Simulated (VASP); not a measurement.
# BaB3 (Pm-3m) in VASP: single point with PBE

Aim: the single point of BaB3 with PBE.

Everything below comes from runs of VASP 6.6.1. Logs are shortened: lines on timing, memory, paths and dates and some standing lists are left out, and cuts for length are marked.

### 1 The cell of the first run

It takes space group Pm-3m (No. 221, cubic). The conventional cell has a = 4.073 Å, b = 4.073 Å, c = 4.073 Å, α = 90.00°, β = 90.00°, γ = 90.00°. Within 3.8 Å of Ba (site symmetry m-3m) lie 12 B at 2.88 Å. B (site symmetry 4/mmm) has 4 Ba at 2.88 Å and 8 B at 2.88 Å within 3.8 Å.

### 2 Single point, PBE

File INCAR:

```
SYSTEM = BaB3
PREC = Accurate
ENCUT = 1230
EDIFF = 1E-6
ISMEAR = 0
SIGMA = 0.1
LREAL = .FALSE.
LASPH = .TRUE.
NELM = 120
ALGO = Normal
ISIF = 2
LWAVE = .FALSE.
LCHARG = .TRUE.
GGA = PE
LELF = .TRUE.
LVHAR = .TRUE.
NBANDS = 18
GGA_COMPAT = .FALSE.
```

File KPOINTS:

```
Automatic mesh
0
G
  4 4 4
  0 0 0
```

File POSCAR:

```
BaB3
1.0
    4.0733366158      0.0000000000      0.0000000000
    0.0000000000      4.0733366158      0.0000000000
    0.0000000000      0.0000000000      4.0733366158
Ba B
1 3
Direct
    0.0000000000      0.0000000000      0.0000000000
    0.0000000000      0.5000000000      0.5000000000
    0.5000000000      0.0000000000      0.5000000000
    0.5000000000      0.5000000000      0.0000000000
```

Potentials or basis: VASP PAW PBE potentials, release 64 (Ba_sv, B_h).

Launch:

```
> cat potpaw_PBE.64/Ba_sv/POTCAR potpaw_PBE.64/B_h/POTCAR > POTCAR
> mpirun -np 1 vasp_std > vasp.out
```

OUTCAR:

```text
SYSTEM = BaB3
   PREC = Accurate
   ENCUT = 1230
   EDIFF = 1E-6
   ISMEAR = 0
   LREAL = .FALSE.
   LASPH = .TRUE.
   NELM = 120
   ISIF = 2
   GGA = PE

 ion  position               nearest neighbor table
   1  0.000  0.000  0.000-   2 2.88   3 2.88   4 2.88   2 2.88   3 2.88   2 2.88   4 2.88   2 2.88
                             3 2.88   4 2.88   3 2.88   4 2.88
   2  0.000  0.500  0.500-   1 2.88   1 2.88   1 2.88   1 2.88
   3  0.500  0.000  0.500-   1 2.88   1 2.88   1 2.88   1 2.88
   4  0.500  0.500  0.000-   1 2.88   1 2.88   1 2.88   1 2.88

  LATTYP: Found a simple cubic cell.
 ALAT       =     4.0733366158

  Lattice vectors:

 A1 = (   4.0733366158,   0.0000000000,   0.0000000000)
 A2 = (   0.0000000000,   4.0733366158,   0.0000000000)
 A3 = (   0.0000000000,   0.0000000000,   4.0733366158)

Analysis of symmetry for initial positions (statically):
=====================================================================
 Subroutine PRICEL returns:
 Original cell was already a primitive cell.

 Routine SETGRP: Setting up the symmetry group for a
 simple cubic supercell.

 Subroutine GETGRP returns: Found 48 space group operations
 (whereof 48 operations were pure point group operations)
 out of a pool of 48 trial point group operations.

The static configuration has the point symmetry O_h .

Analysis of symmetry for dynamics (positions and initial velocities):
=====================================================================
 Subroutine PRICEL returns:
 Original cell was already a primitive cell.

 Routine SETGRP: Setting up the symmetry group for a
 simple cubic supercell.

 Subroutine GETGRP returns: Found 48 space group operations
 (whereof 48 operations were pure point group operations)
 out of a pool of 48 trial point group operations.

The dynamic configuration has the point symmetry O_h .

 Subroutine INISYM returns: Found 48 space group operations
 (whereof 48 operations are pure point group operations),
 and found     1 'primitive' translations

----------------------------------------------------------------------------------------

                                     Primitive cell

  volume of cell :      67.5851

  direct lattice vectors                    reciprocal lattice vectors
     4.073336616  0.000000000  0.000000000     0.245498984  0.000000000  0.000000000
     0.000000000  4.073336616  0.000000000     0.000000000  0.245498984  0.000000000
     0.000000000  0.000000000  4.073336616     0.000000000  0.000000000  0.245498984

  length of vectors
     4.073336616  4.073336616  4.073336616     0.245498984  0.245498984  0.245498984

  position of ions in fractional coordinates (direct lattice)
     0.000000000  0.000000000  0.000000000
     0.000000000  0.500000000  0.500000000
     0.500000000  0.000000000  0.500000000
     0.500000000  0.500000000  0.000000000

  ion indices of the primitive-cell ions
   primitive index   ion index
                 1           1
                 2           2
                 3           3
                 4           4

----------------------------------------------------------------------------------------

 KPOINTS: Automatic mesh

Automatic generation of k-mesh.
 Grid dimensions read from file:
 generate k-points for:    4    4    4

 Generating k-lattice:

  Cartesian coordinates                     Fractional coordinates (reciprocal lattice)
     0.061374746  0.000000000  0.000000000     0.250000000  0.000000000  0.000000000
     0.000000000  0.061374746  0.000000000     0.000000000  0.250000000  0.000000000
     0.000000000  0.000000000  0.061374746     0.000000000  0.000000000  0.250000000

  Length of vectors
     0.061374746  0.061374746  0.061374746

  Shift w.r.t. Gamma in fractional coordinates (k-lattice)
     0.000000000  0.000000000  0.000000000

 Subroutine IBZKPT returns following result:
 ===========================================

 Found     10 irreducible k-points:

 Following reciprocal coordinates:
            Coordinates               Weight
  0.000000  0.000000  0.000000      1.000000
  0.250000  0.000000  0.000000      6.000000
  0.500000  0.000000  0.000000      3.000000
  0.250000  0.250000  0.000000     12.000000
  0.500000  0.250000  0.000000     12.000000
  0.500000  0.500000  0.000000      3.000000
  0.250000  0.250000  0.250000      8.000000
  0.500000  0.250000  0.250000     12.000000
  0.500000  0.500000  0.250000      6.000000
  0.500000  0.500000  0.500000      1.000000
   k-points           NKPTS =     10   k-points in BZ     NKDIM =     10   number of bands    NBANDS=     18
   number of dos      NEDOS =    301   number of ions     NIONS =      4
   total plane-waves  NPLWV = 110592
   dimension x,y,z NGX =    48 NGY =   48 NGZ =   48
   dimension x,y,z NGXF=    96 NGYF=   96 NGZF=   96
   ions per type =               1   3
   NGX,Y,Z   is equivalent  to a cutoff of  19.59, 19.59, 19.59 a.u.
   NGXF,Y,Z  is equivalent  to a cutoff of  39.18, 39.18, 39.18 a.u.
 SYSTEM =  BaB3
   PREC   = accura    normal or accurate (medium, high low for compatibility)
   ISTART =      0    job   : 0-new  1-cont  2-samecut
   ICHARG =      2    charge: 1-file 2-atom 10-const
   ISPIN  =      1    spin polarized calculation?
   LNONCOLLINEAR =      F non collinear calculations
   LSORBIT =      F    spin-orbit coupling
   LASPH  =      T    aspherical Exc in radial PAW
   ENCUT  = 1230.0 eV  90.40 Ry    9.51 a.u.  11.65 11.65 11.65*2*pi/ulx,y,z
   NELM   =    120;   NELMIN=  2; NELMDL= -5     # of ELM steps
   EDIFF  = 0.1E-05   stopping-criterion for ELM
   LREAL  =      F    real-space projection
   EDIFFG = 0.1E-04   stopping-criterion for IOM
   NSW    =      0    number of steps for IOM
   IBRION =     -1    ionic relax: 0-MD 1-quasi-New 2-CG
   NFREE  =      0    steps in history (QN), initial steepest desc. (CG)
   ISIF   =      2    stress and relaxation
   ISYM   =      2    0-nonsym 1-usesym 2-fastsym
   POTIM  = 0.5000    time-step for ionic-motion
   TEBEG  =    0.0;   TEEND  =   0.0 temperature during run
   PSTRESS=    0.0 pullay stress
   NELECT =      19.0000    total number of electrons
   NUPDOWN=      -1.0000    fix difference up-down
   EMIN   =  10.00;   EMAX   =-10.00  energy-range for DOS
   EFERMI =   0.00;   METHOD = LEGACY
   ISMEAR =     0;   SIGMA  =   0.10  broadening in eV -4-tet -1-fermi 0-gaus
   EFERMI_NEDOS =   21; number of points for ismear=-14 and -15
   IALGO  =     38    algorithm
   IMIX   =      4    mixing-type and parameters
     AMIX     =   0.40;   BMIX     =  1.00
     AMIX_MAG =   1.60;   BMIX_MAG =  1.00
  volume/ion in A,a.u.               =      16.90       114.02
  Fermi-wavevector in a.u.,A,eV,Ry     =   1.072447  2.026630 15.648632  1.150142
  Thomas-Fermi vector in A             =   2.208217
   LORBIT       =      0    0 simple, 1 ext, 2 COOP (PROOUT), +10 PAW based schemes
   GGA     = PE    functional components
   LHFCALC =     F    Hartree Fock is set to
   AEXX    =    0.0000 exact exchange contribution
   IVDW    =     0    specifies the selected vdW correction
   LEPSILON=     F    determine dielectric tensor
   LRPA    =     F    only Hartree local field effects (RPA)
 non-spin polarized calculation
 Gauss-broadening in eV      SIGMA  =   0.10
  energy-cutoff  :     1230.00
  volume of cell :       67.59
 maximum number of plane-waves:      6704
 NGX is ok and might be reduce to    48
   NGX = 23   NGY = 23   NGZ = 23

 number of electron      19.0000000 magnetization

 Free energy of the ion-electron system (eV)
  ---------------------------------------------------
  ext. energy  EPLUGINS =         0.00000000
  ---------------------------------------------------
  free energy    TOTEN  =       -12.82297740 eV

  energy without entropy =      -12.80629149  energy(sigma->0) =      -12.81463445

 E-fermi :   3.1733     XC(G=0): -10.1252

 val. band max:        3.1389813268   @ k =   0.2500   0.2500   0.2500
 cond. band min:       3.4967597983   @ k =   0.5000   0.5000   0.2500
 fundamental gap:      0.3577784715
 Fermi energy:         3.1732630562

 k-point     1 :       0.0000    0.0000    0.0000
  band No.  band energies     occupation
      1     -22.5669      2.00000
      2      -7.9336      2.00000
      3      -7.9336      2.00000
      4      -7.9336      2.00000
      5      -4.9739      2.00000
      6      -0.2438      2.00000
[... 10 lines left out ...]
     17       8.7384      0.00000
     18       8.7406      0.00000

 k-point     2 :       0.2500    0.0000    0.0000
  band No.  band energies     occupation
      1     -22.5336      2.00000
      2      -8.6733      2.00000
      3      -7.8510      2.00000
      4      -7.8510      2.00000
      5      -4.0366      2.00000
      6      -0.7496      2.00000
[... 10 lines left out ...]
     17       9.2395      0.00000
     18       9.5437      0.00000

 k-point     3 :       0.5000    0.0000    0.0000
  band No.  band energies     occupation
      1     -22.4998      2.00000
      2      -9.2113      2.00000
      3      -7.7645      2.00000
      4      -7.7645      2.00000
      5      -2.7300      2.00000
      6      -2.0117      2.00000
[... 10 lines left out ...]
     17       9.5472      0.00000
     18      10.8932      0.00000

 k-point     4 :       0.2500    0.2500    0.0000
  band No.  band energies     occupation
      1     -22.5011      2.00000
      2      -8.6200      2.00000
      3      -8.4312      2.00000
      4      -7.7734      2.00000
      5      -3.3046      2.00000
      6      -0.9098      2.00000
[... 81 lines left out ...]
      4      -8.1947      2.00000
      5      -2.4593      2.00000
      6      -1.4350      2.00000
[... 10 lines left out ...]
     17      11.0703      0.00000
     18      11.7700      0.00000

 k-point     9 :       0.5000    0.5000    0.2500
  band No.  band energies     occupation
      1     -22.4051      2.00000
      2      -8.7215      2.00000
      3      -8.7215      2.00000
      4      -8.1342      2.00000
      5      -2.7674      2.00000
      6      -1.4250      2.00000
[... 10 lines left out ...]
     17      11.1858      0.00000
     18      12.3923      0.00000

 k-point    10 :       0.5000    0.5000    0.5000
  band No.  band energies     occupation
      1     -22.3741      2.00000
      2      -8.5729      2.00000
      3      -8.5729      2.00000
      4      -8.5729      2.00000
      5      -2.1349      2.00000
      6      -2.1349      2.00000
[... 10 lines left out ...]
     17      11.6012      0.00000
     18      11.6012      0.00000

------------------------ aborting loop because EDIFF is reached ----------------------------------------

  FORCE on cell =-STRESS in cart. coord.  units (eV):
  Direction    XX          YY          ZZ          XY          YZ          ZX
  --------------------------------------------------------------------------------------
  -------------------------------------------------------------------------------------
  Total        0.3456211      0.3456211      0.3456211      0.0000000      0.0000000      0.0000000
  in kB        8.1933211      8.1933211      8.1933211      0.0000000      0.0000000      0.0000000
  external PRESSURE =       8.1933211 kB  Pullay stress =       0.0000000 kB

 VOLUME and BASIS-vectors are now :
 -----------------------------------------------------------------------------
  energy-cutoff  :     1230.00
  volume of cell :       67.59
      direct lattice vectors                 reciprocal lattice vectors
     4.073336616  0.000000000  0.000000000     0.245498984  0.000000000  0.000000000
     0.000000000  4.073336616  0.000000000     0.000000000  0.245498984  0.000000000
     0.000000000  0.000000000  4.073336616     0.000000000  0.000000000  0.245498984

 POSITION                                       TOTAL-FORCE (eV/Angst)
 -----------------------------------------------------------------------------------
      0.00000      0.00000      0.00000         0.000000      0.000000      0.000000
      0.00000      2.03667      2.03667         0.000000      0.000000      0.000000
      2.03667      0.00000      2.03667         0.000000      0.000000      0.000000
      2.03667      2.03667      0.00000         0.000000      0.000000      0.000000
 -----------------------------------------------------------------------------------
    total drift:                                0.000000      0.000000      0.000000

  FREE ENERGIE OF THE ION-ELECTRON SYSTEM (eV)
  ---------------------------------------------------
  free  energy   TOTEN  =       -12.8229774037 eV

  energy  without entropy=      -12.8062914897  energy(sigma->0) =      -12.81463445
```

Run time: 32 s. Hardware: 1 thread of Intel Xeon Platinum 8259CL at 2.50GHz (Skylake/Cascade Lake), shared host; peak memory 0.34 GiB.

Results:

```
Free energy            : -12.8230 eV
Pressure               : 0.8 GPa
Band gap on the k mesh : zero (an odd number of electrons rules out a gap without spin polarisation)
```

Caveat: the k points lie up to 0.39 Å⁻¹ apart, too coarse for converged energies and pressures of a metal; spin-orbit coupling is left out, which moves the levels of the heavy elements; an odd number of electrons without spin polarisation forces a metal; a magnetic or distorted state may lie lower.

The gap in the log of VASP goes by the Fermi energy; the results here count the filled bands.